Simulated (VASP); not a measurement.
A run of VASP 6.6.1:

The input INCAR:

```
SYSTEM = AlNi
PREC = Accurate ; ENCUT = 520
EDIFF = 1E-6 ; ISMEAR = 0
SIGMA = 0.15 ; LREAL = .FALSE.
LASPH = .TRUE. ; NELM = 80
ALGO = Normal ; ISIF = 2
LWAVE = .FALSE. ; LCHARG = .TRUE.
GGA = PE ; LELF = .TRUE.
LVHAR = .TRUE. ; NBANDS = 14
```

KPOINTS

```
Automatic mesh
0
G
  16 16 16
  0 0 0
```

The input POSCAR:

```
AlNi
1.0
    2.8927237805      0.0000000000      0.0000000000
    0.0000000000      2.8927237805      0.0000000000
    0.0000000000      0.0000000000      2.8927237805
Al Ni
1 1
Direct
    0.0000000000      0.0000000000      0.0000000000
    0.5000000000      0.5000000000      0.5000000000
```

Potentials or basis: VASP PAW PBE potentials, release 64 (Al, Ni).

Launch:

```bash
$ cat potpaw_PBE.64/Al/POTCAR potpaw_PBE.64/Ni/POTCAR > POTCAR
$ mpirun -np 1 vasp_std > vasp.out
```

Hardware: 1 thread of Intel(R) Xeon(R) 6975P-C (Granite Rapids), on a shared host.

Q: Estimate the wall time of this run.

A: It took 13 s on 1 thread of Intel(R) Xeon(R) 6975P-C (Granite Rapids) (shared host), peak memory 0.18 GiB. Counts: scf iterations 12, k points 165.
